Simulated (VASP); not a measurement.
Set up this calculation in VASP 6.6.1, as the native input.

- Task: relaxation of the atoms
- Functional: PBE
- Potentials or basis: VASP PAW PBE potentials, release 64 (Pt, C)
- Cutoff: 520 eV
- k mesh: 5 × 5 × 1
- Occupations: gaussian, width 0.1 eV
- Spin: no spin polarisation
- Dipole correction: yes
- Atoms held fixed (from 0): [0, 1, 2, 3, 4, 5, 6, 7, 8, 9, 10, 11, 12]
- Further INCAR settings: ALGO = Normal; EDIFF = 1e-07; NELMDL = -8; IBRION = 2; EDIFFG = -0.025; NSW = 36

The structure of Pt12C lies in POSCAR:

```
Pt12C
1.0
    5.6143281343      0.0000000000      0.0000000000
    0.0000000000      5.6143281343      0.0000000000
    0.0000000000      0.0000000000     19.3513792319
Pt C
12 1
Selective dynamics
Direct
    0.2500000000      0.2500000000      0.2067036128  F F F
    0.2500000000      0.7500000000      0.2067036128  F F F
    0.7500000000      0.2500000000      0.2067036128  F F F
    0.7500000000      0.7500000000      0.2067036128  F F F
    0.0000000000      0.0000000000      0.3062504947  F F F
    0.0000000000      0.5000000000      0.3062504947  F F F
    0.5000000000      0.0000000000      0.3062504947  F F F
    0.5000000000      0.5000000000      0.3062504947  F F F
    0.2500000000      0.2500000000      0.4057271132  F F F
    0.2500000000      0.7500000000      0.4057271132  F F F
    0.7500000000      0.2500000000      0.4057271132  F F F
    0.7500000000      0.7500000000      0.4057271132  F F F
    0.5000000000      0.5000000000      0.4209158919  F F T
```

The input as run:

INCAR

```
SYSTEM = Pt12C
PREC = Accurate ; ENCUT = 520
EDIFF = 1E-7 ; ISMEAR = 0
SIGMA = 0.1 ; LREAL = .FALSE.
LASPH = .TRUE. ; NELM = 120
ALGO = Normal ; ISIF = 2
LWAVE = .FALSE. ; LCHARG = .FALSE.
LDIPOL = .TRUE. ; IDIPOL = 3
DIPOL = 0.5 0.5 0.315 ; GGA = PE
IBRION = 2 ; NSW = 36
EDIFFG = -0.025 ; GGA_COMPAT = .FALSE.
NELMIN = 4 ; NELMDL = -8
KPAR = 4
```

KPOINTS

```
Automatic mesh
0
G
  5 5 1
  0 0 0
```

Potentials or basis: VASP PAW PBE potentials, release 64 (Pt, C).

Run with:

```bash
$ cat potpaw_PBE.64/Pt/POTCAR potpaw_PBE.64/C/POTCAR > POTCAR
$ mpirun -np 4 vasp_std > vasp.out
```

Results of the run:

```
Energy gained by relaxing : 2.6 meV/atom
Ionic steps               : 5
Band gap on the k mesh    : zero (band 62 reaches -0.17 eV, above the bottom of band 63 at -0.60 eV)
```

Caveat: spin-orbit coupling is left out, which moves the levels of the heavy elements.

Run time: 14 min on 4 MPI ranks on Intel(R) Xeon(R) Platinum 8488C (Sapphire Rapids), with other jobs on the host, peak memory 0.74 GiB a rank.
